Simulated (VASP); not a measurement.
# Mg3Zr2CuSi3 (P-62m) in VASP: further runs

The runs below take Mg3Zr2CuSi3 through single point, relaxation of cell and atoms, with PBE.

All numbers are computed with VASP 6.6.1; they aren't measurements. Logs are shortened: lines on timing, memory, paths and dates and some standing lists are left out, and cuts for length are marked.

## Step 1: The cell of the first run

The structure is hexagonal, space group P-62m (No. 189). Conventional cell: a = 7.650 Å, b = 7.650 Å, c = 3.168 Å, α = 90.00°, β = 90.00°, γ = 120.00°. Within 3.4 Å of Mg (site symmetry m2m) lie 2 Cu at 2.50 Å and 2 Zr at 2.90 Å and 6 Si at 2.99 to 3.25 Å and 4 Mg at 3.17 to 3.36 Å. Within 3.8 Å of Zr (site symmetry -6) lie 6 Si at 2.88 Å and 3 Mg at 2.90 Å and 2 Zr at 3.17 Å. Si (site symmetry m2m) has 1 Cu at 2.87 Å and 4 Zr at 2.88 Å and 6 Mg at 2.99 to 3.25 Å and 2 Si at 3.17 Å within 3.8 Å. Within 3.3 Å of Cu (site symmetry -62m) lie 6 Mg at 2.50 Å and 3 Si at 2.87 Å and 2 Cu at 3.17 Å.

## Step 2: Single point, PBE

The input, INCAR:

```
PREC = Accurate ; ENCUT = 520
EDIFF = 1E-7 ; ISMEAR = 0
SIGMA = 0.2 ; LREAL = F
LASPH = T ; NELM = 60
ALGO = Normal ; ISIF = 2
LWAVE = F ; LCHARG = F
GGA = PE ; NBANDS = 36
```

The input, KPOINTS:

```
Automatic mesh
0
Gamma
  3 3 4
```

The input, POSCAR:

```
Mg3Zr2CuSi3
1.0
    7.6503562500      0.0000000000      0.0000000000
   -3.8251781250      6.6254028605      0.0000000000
    0.0000000000      0.0000000000      3.1682729663
Mg Zr Si Cu
3 2 3 1
Direct
    0.2535770953      0.0000000000      0.0000000000
    0.7464229047      0.7464229047      0.0000000000
    0.0000000000      0.2535770953      0.0000000000
    0.6666666667      0.3333333333      0.0000000000
    0.3333333333      0.6666666667      0.0000000000
    0.6244048121      0.0000000000      0.5000000000
    0.0000000000      0.6244048121      0.5000000000
    0.3755951879      0.3755951879      0.5000000000
    0.0000000000      0.0000000000      0.5000000000
```

Potentials or basis: VASP PAW PBE potentials, release 64 (Mg, Zr_sv, Si, Cu).

Run with:

```sh
$ cat potpaw_PBE.64/Mg/POTCAR potpaw_PBE.64/Zr_sv/POTCAR potpaw_PBE.64/Si/POTCAR potpaw_PBE.64/Cu/POTCAR > POTCAR
$ mpirun -np 1 vasp_std > vasp.out
```

OUTCAR:

```text
PREC = Accurate
   ENCUT = 520
   EDIFF = 1E-7
   ISMEAR = 0
   LREAL = F
   LASPH = T
   NELM = 60
   ISIF = 2
   GGA = PE

 ion  position               nearest neighbor table
   1  0.254  0.000  0.000-   9 2.50   9 2.50   5 2.90   4 2.90   7 2.99   7 2.99   8 2.99   8 2.99
                             6 3.25   6 3.25   3 3.36   2 3.36
   2  0.746  0.746  0.000-   9 2.50   9 2.50   4 2.90   5 2.90   6 2.99   6 2.99   7 2.99   7 2.99
                             8 3.25   8 3.25   3 3.36   1 3.36
   3  0.000  0.254  0.000-   9 2.50   9 2.50   4 2.90   5 2.90   6 2.99   6 2.99   8 2.99   8 2.99
                             7 3.25   7 3.25   2 3.36   1 3.36
   4  0.667  0.333  0.000-   6 2.88   6 2.88   7 2.88   7 2.88   8 2.88   8 2.88   3 2.90   1 2.90
                             2 2.90
   5  0.333  0.667  0.000-   7 2.88   7 2.88   6 2.88   6 2.88   8 2.88   8 2.88   1 2.90   3 2.90
                             2 2.90
   6  0.624  0.000  0.500-   9 2.87   4 2.88   4 2.88   5 2.88   5 2.88   3 2.99   3 2.99   2 2.99
                             2 2.99   1 3.25   1 3.25
   7  0.000  0.624  0.500-   9 2.87   5 2.88   5 2.88   4 2.88   4 2.88   1 2.99   1 2.99   2 2.99
                             2 2.99   3 3.25   3 3.25
   8  0.376  0.376  0.500-   9 2.87   5 2.88   5 2.88   4 2.88   4 2.88   1 2.99   1 2.99   3 2.99
                             3 2.99   2 3.25   2 3.25
   9  0.000  0.000  0.500-   2 2.50   3 2.50   2 2.50   3 2.50   1 2.50   1 2.50   8 2.87   7 2.87
                             6 2.87

  LATTYP: Found a hexagonal cell.
 ALAT       =     7.6503562500
 C/A-ratio  =     0.4141340433

  Lattice vectors:

 A1 = (   7.6503562500,   0.0000000000,   0.0000000000)
 A2 = (  -3.8251781250,   6.6254028605,   0.0000000000)
 A3 = (   0.0000000000,   0.0000000000,   3.1682729663)

Analysis of symmetry for initial positions (statically):
=====================================================================
 Subroutine PRICEL returns:
 Original cell was already a primitive cell.

 Routine SETGRP: Setting up the symmetry group for a
 hexagonal supercell.

 Subroutine GETGRP returns: Found 12 space group operations
 (whereof 12 operations were pure point group operations)
 out of a pool of 24 trial point group operations.

The static configuration has the point symmetry D_3h.

Analysis of symmetry for dynamics (positions and initial velocities):
=====================================================================
 Subroutine PRICEL returns:
 Original cell was already a primitive cell.

 Routine SETGRP: Setting up the symmetry group for a
 hexagonal supercell.

 Subroutine GETGRP returns: Found 12 space group operations
 (whereof 12 operations were pure point group operations)
 out of a pool of 24 trial point group operations.

The dynamic configuration has the point symmetry D_3h.

 Subroutine INISYM returns: Found 12 space group operations
 (whereof 12 operations are pure point group operations),
 and found     1 'primitive' translations

----------------------------------------------------------------------------------------

                                     Primitive cell

  volume of cell :     160.5893

  direct lattice vectors                    reciprocal lattice vectors
     7.650356250  0.000000000  0.000000000     0.130712867  0.075467109  0.000000000
    -3.825178125  6.625402861  0.000000000     0.000000000  0.150934218  0.000000000
     0.000000000  0.000000000  3.168272966     0.000000000  0.000000000  0.315629370

  length of vectors
     7.650356250  7.650356250  3.168272966     0.150934218  0.150934218  0.315629370

  position of ions in fractional coordinates (direct lattice)
     0.253577095  0.000000000  0.000000000
     0.746422905  0.746422905  0.000000000
     0.000000000  0.253577095  0.000000000
     0.666666667  0.333333333  0.000000000
     0.333333333  0.666666667  0.000000000
     0.624404812  0.000000000  0.500000000
     0.000000000  0.624404812  0.500000000
     0.375595188  0.375595188  0.500000000
     0.000000000  0.000000000  0.500000000

  ion indices of the primitive-cell ions
   primitive index   ion index
                 1           1
                 2           2
                 3           3
                 4           4
                 5           5
                 6           6
                 7           7
                 8           8
                 9           9

----------------------------------------------------------------------------------------

 KPOINTS: Automatic mesh

Automatic generation of k-mesh.
 Grid dimensions read from file:
 generate k-points for:    3    3    4

 Generating k-lattice:

  Cartesian coordinates                     Fractional coordinates (reciprocal lattice)
     0.043570956  0.025155703  0.000000000     0.333333333  0.000000000  0.000000000
     0.000000000  0.050311406  0.000000000     0.000000000  0.333333333  0.000000000
     0.000000000  0.000000000  0.078907342     0.000000000  0.000000000  0.250000000

  Length of vectors
     0.050311406  0.050311406  0.078907342

  Shift w.r.t. Gamma in fractional coordinates (k-lattice)
     0.000000000  0.000000000  0.000000000

 Subroutine IBZKPT returns following result:
 ===========================================

 Found      9 irreducible k-points:

 Following reciprocal coordinates:
            Coordinates               Weight
  0.000000  0.000000  0.000000      1.000000
  0.333333 -0.000000  0.000000      6.000000
  0.333333  0.333333  0.000000      2.000000
  0.000000  0.000000  0.250000      2.000000
  0.333333 -0.000000  0.250000     12.000000
  0.333333  0.333333  0.250000      4.000000
  0.000000  0.000000  0.500000      1.000000
  0.333333 -0.000000  0.500000      6.000000
  0.333333  0.333333  0.500000      2.000000
   k-points           NKPTS =      9   k-points in BZ     NKDIM =      9   number of bands    NBANDS=     36
   number of dos      NEDOS =    301   number of ions     NIONS =      9
   total plane-waves  NPLWV =  86400
   dimension x,y,z NGX =    60 NGY =   60 NGZ =   24
   dimension x,y,z NGXF=   120 NGYF=  120 NGZF=   48
   ions per type =               3   2   3   1
   NGX,Y,Z   is equivalent  to a cutoff of  13.04, 13.04, 12.59 a.u.
   NGXF,Y,Z  is equivalent  to a cutoff of  26.08, 26.08, 25.19 a.u.
 SYSTEM =  unknown system
   PREC   = accura    normal or accurate (medium, high low for compatibility)
   ISTART =      0    job   : 0-new  1-cont  2-samecut
   ICHARG =      2    charge: 1-file 2-atom 10-const
   ISPIN  =      1    spin polarized calculation?
   LNONCOLLINEAR =      F non collinear calculations
   LSORBIT =      F    spin-orbit coupling
   LASPH  =      T    aspherical Exc in radial PAW
   ENCUT  =  520.0 eV  38.22 Ry    6.18 a.u.  14.22 14.22  5.89*2*pi/ulx,y,z
   NELM   =     60;   NELMIN=  2; NELMDL= -5     # of ELM steps
   EDIFF  = 0.1E-06   stopping-criterion for ELM
   LREAL  =      F    real-space projection
   EDIFFG = 0.1E-05   stopping-criterion for IOM
   NSW    =      0    number of steps for IOM
   IBRION =     -1    ionic relax: 0-MD 1-quasi-New 2-CG
   NFREE  =      0    steps in history (QN), initial steepest desc. (CG)
   ISIF   =      2    stress and relaxation
   ISYM   =      2    0-nonsym 1-usesym 2-fastsym
   POTIM  = 0.5000    time-step for ionic-motion
   TEBEG  =    0.0;   TEEND  =   0.0 temperature during run
   PSTRESS=    0.0 pullay stress
   NELECT =      53.0000    total number of electrons
   NUPDOWN=      -1.0000    fix difference up-down
   EMIN   =  10.00;   EMAX   =-10.00  energy-range for DOS
   EFERMI =   0.00;   METHOD = LEGACY
   ISMEAR =     0;   SIGMA  =   0.20  broadening in eV -4-tet -1-fermi 0-gaus
   EFERMI_NEDOS =   21; number of points for ismear=-14 and -15
   IALGO  =     38    algorithm
   IMIX   =      4    mixing-type and parameters
     AMIX     =   0.40;   BMIX     =  1.00
     AMIX_MAG =   1.60;   BMIX_MAG =  1.00
  volume/ion in A,a.u.               =      17.84       120.41
  Fermi-wavevector in a.u.,A,eV,Ry     =   1.131344  2.137930 17.414625  1.279939
  Thomas-Fermi vector in A             =   2.268043
   LORBIT       =      0    0 simple, 1 ext, 2 COOP (PROOUT), +10 PAW based schemes
   GGA     = PE    functional components
   LHFCALC =     F    Hartree Fock is set to
   AEXX    =    0.0000 exact exchange contribution
   IVDW    =     0    specifies the selected vdW correction
   LEPSILON=     F    determine dielectric tensor
   LRPA    =     F    only Hartree local field effects (RPA)
 non-spin polarized calculation
 Gauss-broadening in eV      SIGMA  =   0.20
  energy-cutoff  :      520.00
  volume of cell :      160.59
 maximum number of plane-waves:      4373
 NGX is ok and might be reduce to    60
   NGX = 29   NGY = 29   NGZ = 11

 number of electron      53.0000023 magnetization

 Free energy of the ion-electron system (eV)
  ---------------------------------------------------
  ext. energy  EPLUGINS =         0.00000000
  ---------------------------------------------------
  free energy    TOTEN  =       -42.73926578 eV

  energy without entropy =      -42.67170668  energy(sigma->0) =      -42.70548623

 E-fermi :   7.0334     XC(G=0): -10.4706

 val. band max:        7.0194535088   @ k =   0.0000   0.0000   0.0000
 cond. band min:       7.1105905778   @ k =   0.3333   0.3333   0.2500
 fundamental gap:      0.0911370691
 Fermi energy:         7.0333965978

 k-point     1 :       0.0000    0.0000    0.0000
  band No.  band energies     occupation
      1     -41.8312      2.00000
      2     -41.8300      2.00000
      3     -19.9864      2.00000
      4     -19.9864      2.00000
      5     -19.9653      2.00000
      6     -19.9653      2.00000
[... 28 lines left out ...]
     35      10.3417      0.00000
     36      10.8828      0.00000
[... 281 lines left out ...]
      6     -19.9023      2.00000
[... 28 lines left out ...]
     35       9.7000      0.00000
     36      11.2100      0.00000

------------------------ aborting loop because EDIFF is reached ----------------------------------------

  FORCE on cell =-STRESS in cart. coord.  units (eV):
  Direction    XX          YY          ZZ          XY          YZ          ZX
  --------------------------------------------------------------------------------------
  -------------------------------------------------------------------------------------
  Total        0.0388644      0.0388644      0.0097459      0.0000000      0.0000000      0.0000000
  in kB        0.3877453      0.3877453      0.0972336      0.0000000      0.0000000      0.0000000
  external PRESSURE =       0.2909081 kB  Pullay stress =       0.0000000 kB

 VOLUME and BASIS-vectors are now :
 -----------------------------------------------------------------------------
  energy-cutoff  :      520.00
  volume of cell :      160.59
      direct lattice vectors                 reciprocal lattice vectors
     7.650356250  0.000000000  0.000000000     0.130712867  0.075467109  0.000000000
    -3.825178125  6.625402861  0.000000000     0.000000000  0.150934218  0.000000000
     0.000000000  0.000000000  3.168272966     0.000000000  0.000000000  0.315629370

 POSITION                                       TOTAL-FORCE (eV/Angst)
 -----------------------------------------------------------------------------------
      1.93996      0.00000      0.00000        -0.000325     -0.000000      0.000000
      2.85520      4.94535      0.00000         0.000162      0.000281      0.000000
     -0.96998      1.68005      0.00000         0.000162     -0.000281      0.000000
      3.82518      2.20847      0.00000         0.000000      0.000000      0.000000
     -0.00000      4.41694      0.00000         0.000000     -0.000000      0.000000
      4.77692      0.00000      1.58414         0.006486      0.000000     -0.000000
     -2.38846      4.13693      1.58414        -0.003243      0.005617      0.000000
      1.43672      2.48847      1.58414        -0.003243     -0.005617      0.000000
      0.00000      0.00000      1.58414         0.000000      0.000000      0.000000
 -----------------------------------------------------------------------------------
    total drift:                               -0.000003     -0.000005      0.000001

  FREE ENERGIE OF THE ION-ELECTRON SYSTEM (eV)
  ---------------------------------------------------
  free  energy   TOTEN  =       -42.7392657777 eV

  energy  without entropy=      -42.6717066841  energy(sigma->0) =      -42.70548623
```

Wall time 2.8 min (1 thread of Intel Xeon 8259CL, shared host); peak memory 0.28 GiB.

What came out:

| Item | Value |
| --- | --- |
| Free energy | -42.7393 eV |
| Pressure | 0.0 GPa |
| Largest force | 0.006 eV/Å |
| Band gap on the k mesh | zero (an odd number of electrons rules out a gap without spin polarisation) |

Forces on the atoms (eV/Å):
```
Mg   0.000  0.000  0.000
Mg   0.000  0.000  0.000
Mg   0.000  0.000  0.000
Zr   0.000  0.000  0.000
Zr   0.000  0.000  0.000
Si   0.006  0.000  0.000
Si  -0.003  0.006  0.000
Si  -0.003 -0.006  0.000
Cu   0.000  0.000  0.000
```

Caveat: the k points lie up to 0.50 Å⁻¹ apart, too coarse for converged energies and pressures of a metal.

## Step 3: Relaxation of cell and atoms, PBE

This run uses another cell than the first one, of 15.22 Å³/atom.

The input, INCAR:

```
SYSTEM = Mg3Zr2CuSi3
ALGO     = Normal         ! electronic algorithm
EDIFF    = 1E-6           ! SCF threshold, eV
EDIFFG   = -0.08          ! ionic threshold
ENCUT    = 600            ! plane-wave cutoff, eV
GGA      = PE             ! functional
IBRION   = 2              ! ionic algorithm
ISIF     = 3              ! what is computed and relaxed
ISMEAR   = 0              ! smearing method
LASPH    = .True.         ! aspherical terms in the spheres
LCHARG   = .False.        ! write CHGCAR
LREAL    = .False.        ! projectors in reciprocal space
LWAVE    = .False.        ! write WAVECAR
NELM     = 100            ! most SCF steps
NSW      = 36             ! ionic steps
PREC     = Accurate       ! precision mode
SIGMA    = 0.2            ! smearing width, eV
```

The input, KPOINTS:

```
k-points
0
Gamma
  3 3 4
  0 0 0
```

The input, POSCAR:

```
Mg3Zr2CuSi3
1.0
    6.4100000000      0.0000000000      0.0000000000
   -3.2050000000      5.5512228400      0.0000000000
    0.0000000000      0.0000000000      3.8500000000
Mg Zr Si Cu
3 2 3 1
Direct
    0.2500000000      0.0000000000      0.0000000000
    0.7500000000      0.7500000000      0.0000000000
    0.0000000000      0.2500000000      0.0000000000
    0.6666666700      0.3333333300      0.0000000000
    0.3333333300      0.6666666700      0.0000000000
    0.5940000000      0.0000000000      0.5000000000
    0.0000000000      0.5940000000      0.5000000000
    0.4060000000      0.4060000000      0.5000000000
    0.0000000000      0.0000000000      0.5000000000
```

Potentials or basis: VASP PAW PBE potentials, release 64 (Mg, Zr_sv, Si, Cu).

Run with:

```sh
$ cat potpaw_PBE.64/Mg/POTCAR potpaw_PBE.64/Zr_sv/POTCAR potpaw_PBE.64/Si/POTCAR potpaw_PBE.64/Cu/POTCAR > POTCAR
$ mpirun -np 1 vasp_std > vasp.out
```

Wall time 45 min (1 thread of Intel Xeon 8259CL, shared host); peak memory 0.32 GiB.

It converged, with:

- Free energy: -42.7244 eV
- Relaxed volume: 17.82 Å³/atom
- Relaxed cell: a = 7.668 Å, b = 7.668 Å, c = 3.150 Å, α = 90.00°, β = 90.00°, γ = 120.00°
- Space group after relaxing (to 0.1 Å): P-62m (No. 189)
- Pressure after relaxing: 0.2 GPa
- Largest force after relaxing: 0.054 eV/Å
- Band gap on the k mesh: zero (an odd number of electrons rules out a gap without spin polarisation)

Forces in eV/Å, atoms in the order of the input:
```
Mg  -0.038  0.000  0.000
Mg   0.019  0.033  0.000
Mg   0.019 -0.033  0.000
Zr   0.000  0.000  0.000
Zr   0.000  0.000  0.000
Si   0.054  0.000  0.000
Si  -0.027  0.046  0.000
Si  -0.027 -0.046  0.000
Cu   0.000  0.000  0.000
```

Stress tensor (GPa, compression positive):
```
0.00 0.00 0.00
0.00 0.00 0.00
0.00 0.00 0.61
```

Final structure:
```
CELL_PARAMETERS angstrom
7.66797 0.00000 0.00000
-3.83398 6.64065 0.00000
0.00000 0.00000 3.15004
ATOMIC_POSITIONS crystal
Mg 0.25462 0.00000 0.00000
Mg 0.74538 0.74538 0.00000
Mg 0.00000 0.25462 0.00000
Zr 0.66667 0.33333 0.00000
Zr 0.33333 0.66667 0.00000
Si 0.62033 0.00000 0.50000
Si 0.00000 0.62033 0.50000
Si 0.37967 0.37967 0.50000
Cu 0.00000 0.00000 0.50000
```

Levels at points of the mesh, in eV from the Fermi level:
| k point | band 22 | band 23 | band 24 | band 25 | band 26 | band 27 | band 28 | band 29 | band 30 | band 31 |
| --- | --- | --- | --- | --- | --- | --- | --- | --- | --- | --- |
| (0.00, 0.00, 0.00) | -2.01 | -1.36 | -0.35 | -0.11 | 0.33 | 0.33 | 1.49 | 1.49 | 1.57 | 1.57 |
| (0.00, 0.00, 0.50) | -2.00 | -1.58 | -1.32 | -0.76 | -0.76 | -0.70 | -0.70 | 0.18 | 0.82 | 0.82 |

Caveat: the k points lie up to 0.50 Å⁻¹ apart in the final cell, too coarse for converged energies and pressures of a metal; the volume moved by over 15 % at a fixed basis, so the end points are rough; the relaxation stopped at a loose force limit of 0.08 eV/Å, so its end isn't a converged minimum.

(Continued in part 2 of 2.)

The gap in the log of VASP goes by the Fermi energy; the results here count the filled bands.